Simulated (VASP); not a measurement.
The system is Cd.

```xyz
1
Lattice="2.8282 0.0000 0.0000 0.0000 2.8282 0.0000 0.0000 0.0000 2.8282" Properties=species:S:1:pos:R:3 pbc="T T T"
Cd    0.0000    0.0000    0.0000
```

| Quantity | Value |
| --- | --- |
| Program | VASP 6.6.1 |
| Task | relaxation of cell and atoms |
| Functional | PBEsol |
| Potentials or basis | VASP PAW PBE potentials, release 64 (Cd) |
| Cutoff | 600 eV |
| k mesh | 6 × 6 × 6 |
| Occupations | gaussian, width 0.1 eV |
| Spin | no spin polarisation |

At the start: pressure 6.3 GPa; volume 22.62 Å³/atom.

Task: How do energy, volume and symmetry change on relaxing?

Result: Over 3 steps the energy falls by 46.3 meV/atom and the volume is 25.24 Å³/atom (+11.6 %); space group Pm-3m (No. 221, to 0.05 Å).

Step by step:
```
step  energy change (eV)  largest force (eV/Å)  pressure (GPa)  volume (Å³)
   1              0.0000                0.0000            6.28        22.62
   2             -0.0455                0.0000           -0.65        25.65
   3             -0.0463                0.0000           -0.02        25.24
```

Final structure:
```
CELL_PARAMETERS angstrom
2.93343 0.00000 0.00000
0.00000 2.93343 0.00000
0.00000 0.00000 2.93343
ATOMIC_POSITIONS crystal
Cd 0.00000 0.00000 0.00000
```

Caveat: the k points lie up to 0.36 Å⁻¹ apart in the final cell; the PAW data sets were made with another functional, which shifts forces and pressure a little.
